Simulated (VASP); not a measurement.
# Ti3Se (P-6m2) in VASP: a series of runs

The runs below take Ti3Se through single point, relaxation of cell and atoms, with PBEsol.

Program: VASP 6.6.1. These are calculated values, not measurements. Logs are shortened: lines on timing, memory, paths and dates and some standing lists are left out, and cuts for length are marked.

## (1) The cell of the first run

It takes space group P-6m2 (No. 187, hexagonal). The conventional cell has a = 3.133 Å, b = 3.133 Å, c = 7.822 Å, α = 90.00°, β = 90.00°, γ = 120.00°. Within 3.4 Å of Se (site symmetry -6m2) lie 6 Ti at 2.54 Å and 6 Se at 3.13 Å. Within 3.7 Å of Ti (site symmetry -6m2) lie 12 Ti at 2.79 to 3.13 Å. Ti (site symmetry 3m) has 3 Se at 2.54 Å and 9 Ti at 2.79 to 3.13 Å within 3.4 Å.

## (2) Single point, PBEsol

Input file INCAR:

```
SYSTEM = Ti3Se
PREC = Accurate
ENCUT = 520
EDIFF = 1E-7
ISMEAR = -1
SIGMA = 0.05
LREAL = .False.
LASPH = .True.
NELM = 100
ALGO = Normal
ISIF = 2
LWAVE = .False.
LCHARG = .False.
GGA = PS
NBANDS = 29
```

Input file KPOINTS:

```
regular mesh
0
Gamma
  10 10 4
  0 0 0
```

Input file POSCAR:

```
Ti3Se
1.0
    3.1330176336      0.0000000000      0.0000000000
   -1.5665088168      2.7132728612      0.0000000000
    0.0000000000      0.0000000000      7.8219395136
Se Ti
1 3
Direct
    0.0000000000      0.0000000000      0.0000000000
    0.6666666667      0.3333333333      0.5000000000
    0.3333333333      0.6666666667      0.7720939530
    0.3333333333      0.6666666667      0.2279060470
```

Potentials or basis: VASP PAW PBE potentials, release 64 (Se, Ti_sv).

Started as:

```bash
$ cat potpaw_PBE.64/Se/POTCAR potpaw_PBE.64/Ti_sv/POTCAR > POTCAR
$ mpirun -np 1 vasp_std > vasp.out
```

OUTCAR:

```text
SYSTEM = Ti3Se
   PREC = Accurate
   ENCUT = 520
   EDIFF = 1E-7
   ISMEAR = -1
   LREAL = .False.
   LASPH = .True.
   NELM = 100
   ISIF = 2
   GGA = PS

 ion  position               nearest neighbor table
   1  0.000  0.000  0.000-   3 2.54   4 2.54   3 2.54   4 2.54   3 2.54   4 2.54
   2  0.667  0.333  0.500-   3 2.79   4 2.79   3 2.79   4 2.79   3 2.79   4 2.79
   3  0.333  0.667  0.772-   1 2.54   1 2.54   1 2.54   2 2.79   2 2.79   2 2.79
   4  0.333  0.667  0.228-   1 2.54   1 2.54   1 2.54   2 2.79   2 2.79   2 2.79

  LATTYP: Found a hexagonal cell.
 ALAT       =     3.1330176336
 C/A-ratio  =     2.4966152216

  Lattice vectors:

 A1 = (   3.1330176336,   0.0000000000,   0.0000000000)
 A2 = (  -1.5665088168,   2.7132728612,   0.0000000000)
 A3 = (   0.0000000000,   0.0000000000,   7.8219395136)

Analysis of symmetry for initial positions (statically):
=====================================================================
 Subroutine PRICEL returns:
 Original cell was already a primitive cell.

 Routine SETGRP: Setting up the symmetry group for a
 hexagonal supercell.

 Subroutine GETGRP returns: Found 12 space group operations
 (whereof 12 operations were pure point group operations)
 out of a pool of 24 trial point group operations.

The static configuration has the point symmetry D_3h.

Analysis of symmetry for dynamics (positions and initial velocities):
=====================================================================
 Subroutine PRICEL returns:
 Original cell was already a primitive cell.

 Routine SETGRP: Setting up the symmetry group for a
 hexagonal supercell.

 Subroutine GETGRP returns: Found 12 space group operations
 (whereof 12 operations were pure point group operations)
 out of a pool of 24 trial point group operations.

The dynamic configuration has the point symmetry D_3h.

 Subroutine INISYM returns: Found 12 space group operations
 (whereof 12 operations are pure point group operations),
 and found     1 'primitive' translations

----------------------------------------------------------------------------------------

                                     Primitive cell

  volume of cell :      66.4922

  direct lattice vectors                    reciprocal lattice vectors
     3.133017634  0.000000000  0.000000000     0.319181095  0.184279291  0.000000000
    -1.566508817  2.713272861  0.000000000     0.000000000  0.368558583  0.000000000
     0.000000000  0.000000000  7.821939514     0.000000000  0.000000000  0.127845530

  length of vectors
     3.133017634  3.133017634  7.821939514     0.368558583  0.368558583  0.127845530

  position of ions in fractional coordinates (direct lattice)
     0.000000000  0.000000000  0.000000000
     0.666666667  0.333333333  0.500000000
     0.333333333  0.666666667  0.772093953
     0.333333333  0.666666667  0.227906047

  ion indices of the primitive-cell ions
   primitive index   ion index
                 1           1
                 2           2
                 3           3
                 4           4

----------------------------------------------------------------------------------------

 KPOINTS: regular mesh

Automatic generation of k-mesh.
 Grid dimensions read from file:
 generate k-points for:   10   10    4

 Generating k-lattice:

  Cartesian coordinates                     Fractional coordinates (reciprocal lattice)
     0.031918110  0.018427929  0.000000000     0.100000000 -0.000000000  0.000000000
     0.000000000  0.036855858  0.000000000     0.000000000  0.100000000  0.000000000
     0.000000000  0.000000000  0.031961382     0.000000000  0.000000000  0.250000000

  Length of vectors
     0.036855858  0.036855858  0.031961382

  Shift w.r.t. Gamma in fractional coordinates (k-lattice)
     0.000000000  0.000000000  0.000000000

 Subroutine IBZKPT returns following result:
 ===========================================

 Found     42 irreducible k-points:

 Following reciprocal coordinates:
            Coordinates               Weight
  0.000000  0.000000  0.000000      1.000000
  0.100000  0.000000  0.000000      6.000000
  0.200000  0.000000  0.000000      6.000000
  0.300000  0.000000  0.000000      6.000000
  0.400000  0.000000  0.000000      6.000000
  0.500000  0.000000  0.000000      3.000000
[... 16 lines left out ...]
  0.300000  0.100000  0.250000     24.000000
  0.400000  0.100000  0.250000     24.000000
 [... further k-points ...]
   k-points           NKPTS =     42   k-points in BZ     NKDIM =     42   number of bands    NBANDS=     29
   number of dos      NEDOS =    301   number of ions     NIONS =      4
   total plane-waves  NPLWV =  34560
   dimension x,y,z NGX =    24 NGY =   24 NGZ =   60
   dimension x,y,z NGXF=    48 NGYF=   48 NGZF=  120
   ions per type =               1   3
   NGX,Y,Z   is equivalent  to a cutoff of  12.74, 12.74, 12.75 a.u.
   NGXF,Y,Z  is equivalent  to a cutoff of  25.47, 25.47, 25.50 a.u.
 SYSTEM =  Ti3Se
   PREC   = accura    normal or accurate (medium, high low for compatibility)
   ISTART =      0    job   : 0-new  1-cont  2-samecut
   ICHARG =      2    charge: 1-file 2-atom 10-const
   ISPIN  =      1    spin polarized calculation?
   LNONCOLLINEAR =      F non collinear calculations
   LSORBIT =      F    spin-orbit coupling
   LASPH  =      T    aspherical Exc in radial PAW
   ENCUT  =  520.0 eV  38.22 Ry    6.18 a.u.   5.83  5.83 14.54*2*pi/ulx,y,z
   NELM   =    100;   NELMIN=  2; NELMDL= -5     # of ELM steps
   EDIFF  = 0.1E-06   stopping-criterion for ELM
   LREAL  =      F    real-space projection
   EDIFFG = 0.1E-05   stopping-criterion for IOM
   NSW    =      0    number of steps for IOM
   IBRION =     -1    ionic relax: 0-MD 1-quasi-New 2-CG
   NFREE  =      0    steps in history (QN), initial steepest desc. (CG)
   ISIF   =      2    stress and relaxation
   ISYM   =      2    0-nonsym 1-usesym 2-fastsym
   POTIM  = 0.5000    time-step for ionic-motion
   TEBEG  =    0.0;   TEEND  =   0.0 temperature during run
   PSTRESS=    0.0 pullay stress
   NELECT =      42.0000    total number of electrons
   NUPDOWN=      -1.0000    fix difference up-down
   EMIN   =  10.00;   EMAX   =-10.00  energy-range for DOS
   EFERMI =   0.00;   METHOD = LEGACY
   ISMEAR =    -1;   SIGMA  =   0.05  broadening in eV -4-tet -1-fermi 0-gaus
   EFERMI_NEDOS =   21; number of points for ismear=-14 and -15
   IALGO  =     38    algorithm
   IMIX   =      4    mixing-type and parameters
     AMIX     =   0.40;   BMIX     =  1.00
     AMIX_MAG =   1.60;   BMIX_MAG =  1.00
  volume/ion in A,a.u.               =      16.62       112.18
  Fermi-wavevector in a.u.,A,eV,Ry     =   1.404649  2.654401 26.844805  1.973038
  Thomas-Fermi vector in A             =   2.527189
   LORBIT       =      0    0 simple, 1 ext, 2 COOP (PROOUT), +10 PAW based schemes
   GGA     = PS    functional components
   LHFCALC =     F    Hartree Fock is set to
   AEXX    =    0.0000 exact exchange contribution
   IVDW    =     0    specifies the selected vdW correction
   LEPSILON=     F    determine dielectric tensor
   LRPA    =     F    only Hartree local field effects (RPA)
 non-spin polarized calculation
  energy-cutoff  :      520.00
  volume of cell :       66.49
 maximum number of plane-waves:      1802
 NGX is ok and might be reduce to    24
   NGX = 11   NGY = 11   NGZ = 29

 number of electron      42.0000006 magnetization

 Free energy of the ion-electron system (eV)
  ---------------------------------------------------
  ext. energy  EPLUGINS =         0.00000000
  ---------------------------------------------------
  free energy    TOTEN  =       -30.93884308 eV

  energy without entropy =      -30.91717903  energy(sigma->0) =      -30.92801105

 E-fermi :   8.5347     XC(G=0): -11.7525

 val. band max:        8.5247883613   @ k =   0.1000   0.1000   0.0000
 cond. band min:       8.5417862190   @ k =   0.3000   0.2000   0.0000
 fundamental gap:      0.0169978577
 Fermi energy:         8.5346795063

 k-point     1 :       0.0000    0.0000    0.0000
  band No.  band energies     occupation
      1     -48.1450      2.00000
      2     -48.1120      2.00000
      3     -47.9642      2.00000
      4     -24.7840      2.00000
      5     -24.6531      2.00000
      6     -24.3279      2.00000
[... 21 lines left out ...]
     28      10.3455      0.00000
     29      10.3455      0.00000

 k-point     2 :       0.1000    0.0000    0.0000
  band No.  band energies     occupation
      1     -48.1395      2.00000
      2     -48.1087      2.00000
      3     -47.9632      2.00000
      4     -24.7711      2.00000
      5     -24.6563      2.00000
      6     -24.3503      2.00000
[... 21 lines left out ...]
     28      10.2658      0.00000
     29      10.3283      0.00000

 k-point     3 :       0.2000    0.0000    0.0000
  band No.  band energies     occupation
      1     -48.1249      2.00000
      2     -48.1000      2.00000
      3     -47.9610      2.00000
      4     -24.7369      2.00000
      5     -24.6686      2.00000
      6     -24.4257      2.00000
[... 21 lines left out ...]
     28      10.3649      0.00000
     29      10.4495      0.00000

 k-point     4 :       0.3000    0.0000    0.0000
  band No.  band energies     occupation
      1     -48.1060      2.00000
      2     -48.0892      2.00000
      3     -47.9589      2.00000
      4     -24.6974      2.00000
      5     -24.6918      2.00000
      6     -24.5120      2.00000
[... 21 lines left out ...]
     28      10.6658      0.00000
     29      10.7711      0.00000

 k-point     5 :       0.4000    0.0000    0.0000
  band No.  band energies     occupation
      1     -48.0899      2.00000
      2     -48.0804      2.00000
      3     -47.9580      2.00000
      4     -24.7178      2.00000
      5     -24.6834      2.00000
      6     -24.5539      2.00000
[... 21 lines left out ...]
     28      11.1158      0.00000
     29      11.3122      0.00000
[... 510 lines left out ...]
     28      10.4244      0.00000
     29      10.7275      0.00000

 k-point    22 :       0.2000    0.1000    0.2500
  band No.  band energies     occupation
      1     -48.1116      2.00000
      2     -48.0940      2.00000
      3     -47.9593      2.00000
      4     -24.7262      2.00000
      5     -24.6590      2.00000
      6     -24.4880      2.00000
[... 21 lines left out ...]
     28      10.6381      0.00000
     29      11.0022      0.00000

 k-point    23 :       0.3000    0.1000    0.2500
  band No.  band energies     occupation
      1     -48.0940      2.00000
      2     -48.0841      2.00000
      3     -47.9581      2.00000
      4     -24.6996      2.00000
      5     -24.6782      2.00000
      6     -24.5522      2.00000
[... 21 lines left out ...]
     28      11.0404      0.00000
     29      11.2851      0.00000

 k-point    24 :       0.4000    0.1000    0.2500
  band No.  band energies     occupation
      1     -48.0827      2.00000
      2     -48.0779      2.00000
      3     -47.9578      2.00000
      4     -24.7122      2.00000
      5     -24.6822      2.00000
      6     -24.5695      2.00000
[... 21 lines left out ...]
     28      11.3849      0.00000
     29      11.5557      0.00000

 [... further k-points ...]
[... 5 lines left out ...]
  --------------------------------------------------------------------------------------
  -------------------------------------------------------------------------------------
  Total        0.8666328      0.8666328      0.8744812      0.0000000     -0.0000000      0.0000000
  in kB       20.8821379     20.8821379     21.0712493      0.0000000     -0.0000000      0.0000000
  external PRESSURE =      20.9451751 kB  Pullay stress =       0.0000000 kB

 VOLUME and BASIS-vectors are now :
 -----------------------------------------------------------------------------
  energy-cutoff  :      520.00
  volume of cell :       66.49
      direct lattice vectors                 reciprocal lattice vectors
     3.133017634  0.000000000  0.000000000     0.319181095  0.184279291  0.000000000
    -1.566508817  2.713272861  0.000000000     0.000000000  0.368558583  0.000000000
     0.000000000  0.000000000  7.821939514     0.000000000  0.000000000  0.127845530

 POSITION                                       TOTAL-FORCE (eV/Angst)
 -----------------------------------------------------------------------------------
      0.00000      0.00000      0.00000         0.000000     -0.000000      0.000000
      1.56651      0.90442      3.91097        -0.000000      0.000000      0.000000
     -0.00000      1.80885      6.03927         0.000000     -0.000000     -0.032395
     -0.00000      1.80885      1.78267         0.000000     -0.000000      0.032395
 -----------------------------------------------------------------------------------
    total drift:                                0.000000     -0.000000     -0.000000

  FREE ENERGIE OF THE ION-ELECTRON SYSTEM (eV)
  ---------------------------------------------------
  free  energy   TOTEN  =       -30.9388430751 eV

  energy  without entropy=      -30.9171790282  energy(sigma->0) =      -30.92801105
```

Wall time 85 s (1 thread of Intel Xeon 6975P-C (Granite Rapids), shared host); peak memory 0.21 GiB.

Results:

```yaml
Free_energy: -30.9388 eV
Pressure: 2.1 GPa
Largest_force: 0.032 eV/Å
Band_gap_on_the_k_mesh: zero (band 21 reaches 8.95 eV, above the bottom of band 22 at 8.36 eV)
```

Forces on the atoms (eV/Å):
```
Se   0.000  0.000  0.000
Ti   0.000  0.000  0.000
Ti   0.000  0.000 -0.032
Ti   0.000  0.000  0.032
```

Caveat: the PAW data sets were made with another functional, which shifts forces and pressure a little.

## (3) Single point, PBEsol

This run uses another cell than the first one, of 16.90 Å³/atom, 1.017 times its volume.

Changes to INCAR since step 2:

```diff
@@ -3,3 +3,3 @@
 ENCUT = 520
-EDIFF = 1E-7
+EDIFF = 1E-6
 ISMEAR = -1
@@ -8,3 +8,3 @@
 LASPH = .True.
-NELM = 100
+NELM = 60
 ALGO = Normal
```

Input file KPOINTS:

```
Automatic mesh
0
Gamma
  10 10 4
  0 0 0
```

Input file POSCAR:

```
Ti3Se
1.0
    3.1524152873      0.0000000000      0.0000000000
   -1.5762076437      2.7300717221      0.0000000000
    0.0000000000      0.0000000000      7.8540314203
Se Ti
1 3
Direct
    0.0000000000      0.0000000000      0.0000000000
    0.6666666667      0.3333333333      0.5000000000
    0.3333333333      0.6666666667      0.7726430907
    0.3333333333      0.6666666667      0.2273569093
```

Potentials or basis: VASP PAW PBE potentials, release 64 (Se, Ti_sv).

Started as:

```bash
$ cat potpaw_PBE.64/Se/POTCAR potpaw_PBE.64/Ti_sv/POTCAR > POTCAR
$ mpirun -np 1 vasp_std > vasp.out
```

It took 75 s on 1 thread of Intel Xeon 6975P-C (Granite Rapids), shared host; peak memory 0.22 GiB.

The run converged. Its results:

```
Free energy            : -30.9464 eV
Pressure               : 0.1 GPa
Largest force          : 0.030 eV/Å
Band gap on the k mesh : zero (band 21 reaches 8.77 eV, above the bottom of band 22 at 8.19 eV)
```

Forces on the atoms (eV/Å):
```
Se   0.000  0.000  0.000
Ti   0.000  0.000  0.000
Ti   0.000  0.000 -0.030
Ti   0.000  0.000  0.030
```

Levels at points of the mesh, in eV from the Fermi level:
| k point | band 18 | band 19 | band 20 | band 21 | band 22 | band 23 | band 24 | band 25 |
| --- | --- | --- | --- | --- | --- | --- | --- | --- |
| (0.00, 0.00, 0.00) | -1.28 | -0.12 | 0.17 | 0.17 | 0.31 | 0.31 | 0.99 | 1.10 |
| (0.50, 0.00, 0.00) | -1.89 | -1.64 | -0.63 | -0.46 | 0.20 | 0.86 | 0.88 | 2.41 |
| (0.00, 0.00, 0.50) | -1.37 | -0.66 | 0.41 | 0.41 | 0.64 | 0.64 | 0.64 | 1.06 |
| (0.50, 0.00, 0.50) | -1.65 | -1.56 | -0.91 | -0.91 | 0.66 | 0.91 | 1.06 | 1.27 |

Caveat: the PAW data sets were made with another functional, which shifts forces and pressure a little.

## (4) Relaxation of cell and atoms, PBEsol

This run uses another cell than the first one, of 17.58 Å³/atom, 1.058 times its volume.

Input file INCAR:

```
SYSTEM = Ti3Se
PREC = Accurate
ENCUT = 600
EDIFF = 1E-6
ISMEAR = -1
SIGMA = 0.05
LREAL = .FALSE.
LASPH = .TRUE.
NELM = 80
ALGO = Normal
ISIF = 3
LWAVE = .FALSE.
LCHARG = .FALSE.
GGA = PS
IBRION = 2
NSW = 60
EDIFFG = -0.01
```

Input file KPOINTS:

```
Automatic mesh
0
G
  10 10 4
  0 0 0
```

Input file POSCAR:

```
Ti3Se
1.0
    3.1974455988      0.0000000000      0.0000000000
   -1.5987227994      2.7690691158      0.0000000000
    0.0000000000      0.0000000000      7.9427450000
Se Ti
1 3
Direct
    0.0000000000      0.0000000000      0.0000000000
    0.6666666667      0.3333333333      0.5000000000
    0.3333333333      0.6666666667      0.7729020000
    0.3333333333      0.6666666667      0.2270980000
```

Started as:

```bash
$ cat potpaw_PBE.64/Se/POTCAR potpaw_PBE.64/Ti_sv/POTCAR > POTCAR
$ mpirun -np 1 vasp_std > vasp.out
```

Wall time 12 min (1 thread of Intel Xeon 6975P-C (Granite Rapids), shared host); peak memory 0.28 GiB.

The run converged. Its results:

- Free energy: -30.9477 eV
- Relaxed volume: 16.91 Å³/atom
- Relaxed cell: a = 3.153 Å, b = 3.153 Å, c = 7.856 Å, α = 90.00°, β = 90.00°, γ = 120.00°
- Space group after relaxing (to 0.05 Å): P-6m2 (No. 187)
- Energy gained by relaxing: 9.4 meV/atom
- Ionic steps: 9
- Pressure after relaxing: 0.0 GPa
- Band gap on the k mesh: zero (band 21 reaches 8.76 eV, above the bottom of band 22 at 8.18 eV)

Forces in eV/Å, atoms in the order of the input:
```
Se   0.000  0.000  0.000
Ti   0.000  0.000  0.000
Ti   0.000  0.000 -0.003
Ti   0.000  0.000  0.003
```

The path:
```csv
step,energy change (eV),largest force (eV/Å),pressure (GPa),volume (Å³)
1,0.0000,0.0710,-4.35,70.32
2,-0.0087,0.2233,4.23,65.58
3,-0.0368,0.0754,-0.05,67.73
4,-0.0368,0.0782,0.04,67.68
5,-0.0374,0.0373,0.06,67.62
6,-0.0376,0.0037,0.08,67.57
7,-0.0376,0.0074,0.09,67.58
8,-0.0376,0.0025,-0.08,67.67
9,-0.0376,0.0025,-0.01,67.62
```

Final structure:
```yaml
crystal:
  lattice:
    - [3.15270, 0.00000, 0.00000]
    - [-1.57635, 2.73032, 0.00000]
    - [0.00000, 0.00000, 7.85591]
  atoms:
    - { symbol: Se, position: [0.00000, 0.00000, 0.00000] }
    - { symbol: Ti, position: [0.66667, 0.33333, 0.50000] }
    - { symbol: Ti, position: [0.33333, 0.66667, 0.77237] }
    - { symbol: Ti, position: [0.33333, 0.66667, 0.22763] }
```

Levels at points of the mesh, in eV from the Fermi level:
| k point | band 19 | band 20 | band 21 | band 22 | band 23 | band 24 |
| --- | --- | --- | --- | --- | --- | --- |
| (0.00, 0.00, 0.00) | -0.13 | 0.17 | 0.17 | 0.31 | 0.31 | 1.00 |
| (0.50, 0.00, 0.00) | -1.64 | -0.63 | -0.46 | 0.20 | 0.86 | 0.88 |
| (0.00, 0.00, 0.50) | -0.67 | 0.41 | 0.41 | 0.64 | 0.64 | 0.65 |
| (0.50, 0.00, 0.50) | -1.56 | -0.91 | -0.91 | 0.67 | 0.90 | 1.06 |

Caveat: the PAW data sets were made with another functional, which shifts forces and pressure a little.

(Continued in part 2 of 2.)
